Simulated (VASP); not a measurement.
# K: single point with PBE

Crystal: K.

```
K
1.0
     4.85580    0.00000    0.00000
    -2.42790    4.20525    0.00000
     0.00000    0.00000    7.98354
K
2
Direct
  0.66667 0.33333 0.75000
  0.33333 0.66667 0.25000
```

This isn't the form of K at room conditions, which is bcc.

```yaml
Program: VASP 6.6.1
Task: single point
Functional: PBE
Potentials_or_basis: VASP PAW PBE potentials, release 64 (K_sv)
Cutoff: 520 eV
k_mesh: 7 × 7 × 4
Occupations: fermi-dirac, width 0.05 eV
Spin: no spin polarisation
Dipole_correction: no
Further_INCAR_settings: ALGO = Normal; EDIFF = 1e-06; NBANDS = 16
```

* Pressure: -0.3 GPa
* Band gap on the k mesh: zero (bands 9 and 10 overlap by 2.13 eV)

Levels at points of the mesh, in eV from the Fermi level:
```tsv
k point	band 6	band 7	band 8	band 9	band 10	band 11	band 12	band 13
(0.00, 0.00, 0.00)	-15.64	-15.64	-15.64	-2.01	0.30	0.50	4.00	4.00
(0.00, 0.00, 0.50)	-15.65	-15.65	-15.65	-1.36	-1.36	2.65	2.65	4.04
```

Wall time 41 s on 1 thread of Intel Xeon 8259CL, with other jobs on the host, peak memory 0.27 GiB.
